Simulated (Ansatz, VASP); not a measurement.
# AlP in VASP and in Ansatz

```
Al P
1.0
     0.00000    2.43462    2.43462
     2.43462    0.00000    2.43462
     2.43462    2.43462    0.00000
Al P
1 1
Direct
  0.00000 0.00000 0.00000
  0.75000 0.75000 0.75000
```

Change from the starting cell: species swapped into the SiC type (F-43m, No. 216).

Alike in both runs: task relaxation of cell and atoms; functional PBE; k mesh 7 × 7 × 7; occupations gaussian, width 0.2 eV; no spin polarisation.

|  | VASP | Ansatz |
| --- | --- | --- |
| version | VASP 6.6.1 | Ansatz 0.2.0 |
| potentials or method | VASP PAW PBE potentials, release 64 (Al, P), cutoff 500 eV | scalar-relativistic, plane waves, PAW |
| valence electrons in the cell | 8 | 8 |

```csv
,VASP,Ansatz,Ansatz less VASP
"gap on the k mesh at the Fermi level, each at its own relaxed structure (eV)",1.76,1.74,-0.018
relaxed volume (Å³/atom),20.97,20.71,-0.255
relaxed cell length with the largest relative difference (Å),3.900,3.884,-0.0159
```

Noted on VASP's run: the volume moved by over 15 % at a fixed basis, so the end points are rough.
